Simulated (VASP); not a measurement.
A run of VASP 6.6.1:

File POSCAR:

```
GaN
1.0
    0.0000000000      2.1971630923      2.3098381227
    2.1971630923      0.0000000000      2.3098381227
    2.1971630923      2.1971630923      0.0000000000
Ga N
1 1
Direct
    0.0000000000      0.0000000000      0.0000000000
    0.7500000000      0.7500000000      0.7500000000
```

INCAR.step1

```
ALGO     = Normal         # electronic algorithm
EDIFF    = 1E-4           # SCF threshold, eV
ENCUT    = 520            # plane-wave cutoff, eV
GGA      = PE             # functional
ISMEAR   = 0              # smearing method
LASPH    = True           # aspherical terms in the spheres
LCHARG   = False          # write CHGCAR
LREAL    = False          # projectors in reciprocal space
LWAVE    = True           # write WAVECAR
NBANDS   = 16             # bands
NELM     = 80             # most SCF steps
PREC     = Accurate       # precision mode
SIGMA    = 0.05           # smearing width, eV
```

File INCAR.step2:

```
ALGO     = Normal         # electronic algorithm
EDIFF    = 1E-6           # SCF threshold, eV
ENCUT    = 520            # plane-wave cutoff, eV
ISIF     = 2              # what is computed and relaxed
ISMEAR   = 0              # smearing method
ISTART   = 1            
LASPH    = True           # aspherical terms in the spheres
LCHARG   = False          # write CHGCAR
LMIXTAU  = True         
LREAL    = False          # projectors in reciprocal space
LWAVE    = False          # write WAVECAR
METAGGA  = R2SCAN         # meta-GGA
NBANDS   = 16             # bands
NELM     = 80             # most SCF steps
PREC     = Accurate       # precision mode
SIGMA    = 0.05           # smearing width, eV
```

The input KPOINTS:

```
k-points
0
Gamma
  10 10 10
```

Potentials or basis: VASP PAW PBE potentials, release 64 (Ga_d, N).

Launch:

```console
$ cat potpaw_PBE.64/Ga_d/POTCAR potpaw_PBE.64/N/POTCAR > POTCAR
$ cp INCAR.step1 INCAR
$ mpirun -np 1 vasp_std > vasp.out
$ cp INCAR.step2 INCAR
$ mpirun -np 1 vasp_std > vasp.out
```

Hardware: 1 thread of AMD EPYC 7R13, on a shared host.

**Question.** How long does it take, and how much memory?

**Answer.** Wall time 3.4 min on 1 thread of AMD EPYC 7R13, with other jobs on the host, peak memory 0.14 GiB. Counts: k points 102.
